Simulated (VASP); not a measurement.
Input of a VASP 6.6.1 run:

File INCAR:

```
ALGO     = Normal         # electronic algorithm
EDIFF    = 1E-7           # SCF threshold, eV
ENCUT    = 520            # plane-wave cutoff, eV
GGA      = PE             # functional
ISIF     = 2              # what is computed and relaxed
ISMEAR   = -1             # smearing method
ISYM     = 0            
LASPH    = T              # aspherical terms in the spheres
LCHARG   = F              # write CHGCAR
LREAL    = Auto         
LWAVE    = F              # write WAVECAR
NBANDS   = 110            # bands
NELM     = 60             # most SCF steps
PREC     = Accurate       # precision mode
SIGMA    = 0.1051         # smearing width, eV
```

Contents of KPOINTS:

```
Automatic mesh
0
Gamma
  1 1 1
  0.25 0.25 0.25
```

Contents of POSCAR:

```
Mg4Zn3Cu13
1.0
    6.5835890000      0.1128120000      0.0156300000
    0.1128120000      6.6643800000      0.0655730000
    0.0156300000      0.0655730000      6.8187530000
Cu Mg Zn
13 4 3
Direct
    0.9093561874      0.2192552208      0.1335244934
   -0.0366912526      0.3632537432      0.7465608223
    0.6577161817      0.4023699827      1.0052347239
    0.2289849796      0.5999493303      0.6735459530
    1.0030660072      0.8900625445      0.4852164328
    0.9084752677      0.6622704792      0.9470353992
    0.1346448379      0.8877161961      0.1246760642
    0.4568717778      0.3151084432      0.7304526925
    0.4241832351      0.1132324559      0.1756199446
    0.7232629572      0.8745600168      0.2710867920
    0.6996282141      0.0325203926      0.8743886677
    0.4156230434      0.9756818958      0.6041636092
    0.2513396154      0.4574858705      0.0821098580
    0.2061023937      0.2686018684      0.4340392722
    0.6699724624      0.6478132306      0.6194855971
    0.3579261229      0.6975891629      0.3422959595
    0.1603398385      1.0345936664      0.7979412772
    0.7341580488      0.2239410565      0.4841911157
    0.4497265568      0.7500068182      0.9801291492
    0.9533026112      0.5820462619      0.2905701909
```

Potentials or basis: VASP PAW PBE potentials, release 64 (Cu, Mg, Zn).

Command:

```console
$ cat potpaw_PBE.64/Cu/POTCAR potpaw_PBE.64/Mg/POTCAR potpaw_PBE.64/Zn/POTCAR > POTCAR
$ mpirun -np 1 vasp_std > vasp.out
```

(1) Estimate the largest force.

(2) What does it give for the pressure?

Answers

(1) 2.915 eV/Å.

(2) -0.6 GPa.

Caveat: the k points lie up to 0.95 Å⁻¹ apart.
